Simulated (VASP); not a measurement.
Set up this calculation in VASP 6.6.1, as the native input.

* Task: single point
* Functional: PBE
* Potentials or basis: VASP PAW PBE potentials, release 64 (As, Se)
* Cutoff: 520 eV
* k mesh: 4 × 4 × 4
* Occupations: gaussian, width 0.1 eV
* Spin: no spin polarisation
* Dipole correction: no
* Further INCAR settings: ALGO = Normal; EDIFF = 1e-06; NBANDS = 22

The structure of AsSe4 lies in POSCAR:

```
AsSe4
1.0
   -3.2120553833      3.2120553833      3.2120553833
    3.2120553833     -3.2120553833      3.2120553833
    3.2120553833      3.2120553833     -3.2120553833
As Se
1 4
Direct
    0.0000000000      0.0000000000      0.0000000000
    0.4367677988      0.4367677988      0.4367677988
    0.5632322012      0.0000000000      0.0000000000
    0.0000000000      0.0000000000      0.5632322012
    0.0000000000      0.5632322012      0.0000000000
```

The cell was generated, and may not be a known phase.

These files were run (other wordings do the same):

INCAR

```
PREC = Accurate
ENCUT = 520
EDIFF = 1E-6
ISMEAR = 0
SIGMA = 0.1
LREAL = F
LASPH = T
NELM = 60
ALGO = Normal
ISIF = 2
LWAVE = F
LCHARG = F
GGA = PE
NBANDS = 22
```

KPOINTS

```
regular mesh
0
Gamma
  4 4 4
```

Potentials or basis: VASP PAW PBE potentials, release 64 (As, Se).

The run is started by

```sh
$ cat potpaw_PBE.64/As/POTCAR potpaw_PBE.64/Se/POTCAR > POTCAR
$ mpirun -np 1 vasp_std > vasp.out
```

Results of the run:

```
Pressure               : -0.1 GPa
Largest force          : 0.047 eV/Å
Band gap on the k mesh : zero (an odd number of electrons rules out a gap without spin polarisation)
```

Run time: 18 s on 1 thread of Intel(R) Xeon(R) 6975P-C (Granite Rapids), with other jobs on the host, peak memory 0.24 GiB.
